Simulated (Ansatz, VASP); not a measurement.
## Two plane-wave programs on Ir

```
Ir
1.0
     4.39192    0.00000    0.00000
    -2.19596    3.80351    0.00000
     0.00000    0.00000    2.71331
Ir
3
Direct
  0.00000 0.00000 0.00000
  0.33333 0.66667 0.50000
  0.66667 0.33333 0.50000
```

Alike in both runs: functional revPBE; k mesh 9 × 9 × 12; occupations fermi-dirac, width 0.1 eV; no spin polarisation.

Ansatz relaxed the structure, and its values are those at the end. VASP's run is a single point on that final structure, the one shown.

|  | VASP | Ansatz |
| --- | --- | --- |
| version | VASP 6.6.1 | Ansatz 0.2.0 |
| potentials or method | VASP PAW PBE potentials, release 64 (Ir), cutoff 520 eV | plane waves (420 eV) with PAW, scalar-relativistic |
| valence electrons in the cell | 27 | 51 |

|  | VASP | Ansatz | Ansatz less VASP |
| --- | --- | --- | --- |
| pressure (GPa) | 0.3 | 0.0 | -0.30 |

VASP's potentials were made for PBE, not for revPBE. VASP's potentials hold 27 valence electrons a cell and Ansatz's 51, so a difference there can come from the potentials and not from the codes.

Spin-orbit coupling is off throughout.
